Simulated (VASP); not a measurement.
A run of VASP 6.6.1 is set up as follows.

The input INCAR:

```
ALGO     = Normal         # electronic algorithm
EDIFF    = 1E-7           # SCF threshold, eV
ENCUT    = 520            # plane-wave cutoff, eV
GGA      = PE             # functional
ISIF     = 2              # what is computed and relaxed
ISMEAR   = 0              # smearing method
LASPH    = T              # aspherical terms in the spheres
LCHARG   = F              # write CHGCAR
LREAL    = F              # projectors in reciprocal space
LWAVE    = F              # write WAVECAR
NBANDS   = 51             # bands
NELM     = 80             # most SCF steps
PREC     = Accurate       # precision mode
SIGMA    = 0.05           # smearing width, eV
```

Contents of KPOINTS:

```
k-points
0
Gamma
  8 6 6
```

Contents of POSCAR:

```
BaTiO3
1.0
   -3.9853536613      0.0000000000      0.0000000000
    0.0000000000      3.9853536613      4.2018072460
    0.0000000000      3.9853536613     -4.2018072460
Ba Ti O
2 2 6
Direct
    0.0000000000      0.9904952927      0.0095047073
    0.0000000000      0.4958234765      0.5041765235
    0.5000000000      0.5099035349      0.0408228661
    0.5000000000      0.9591771339      0.4900964651
    0.5000000000      0.2960089889      0.2581592143
    0.5000000000      0.7418407857      0.7039910111
    0.5000000000      0.2886417741      0.7113582259
    0.5000000000      0.7287336195      0.2712663805
    1.0000000000      0.4757546095      0.9583792159
    1.0000000000      0.0416207841      0.5242453905
```

Potentials or basis: VASP PAW PBE potentials, release 64 (Ba_sv, Ti_sv, O).

Command:

```sh
$ cat potpaw_PBE.64/Ba_sv/POTCAR potpaw_PBE.64/Ti_sv/POTCAR potpaw_PBE.64/O/POTCAR > POTCAR
$ mpirun -np 1 vasp_std > vasp.out
```

Question: Estimate the largest force.

Answer: 7.035 eV/Å.

Question: Predict the pressure.

Answer: 6.8 GPa.

Forces in eV/Å, atoms in the order of the input:
```
Ba   0.000  0.000  2.063
Ba   0.000  0.000 -1.729
Ti   0.000 -7.028 -0.325
Ti   0.000  7.028 -0.325
O    0.000 -2.429  0.211
O    0.000  2.429  0.211
O    0.000  0.000 -2.223
O    0.000  0.000  2.815
O    0.000  2.751 -0.349
O    0.000 -2.751 -0.349
```

Caveat: the cell differs from its parent crystal (mode 24 (427.7 1/cm) frozen in, largest displacement +0.263 Å); forces of over 1 eV/Å act on the atoms, so gaps and moduli don't describe the material at rest.
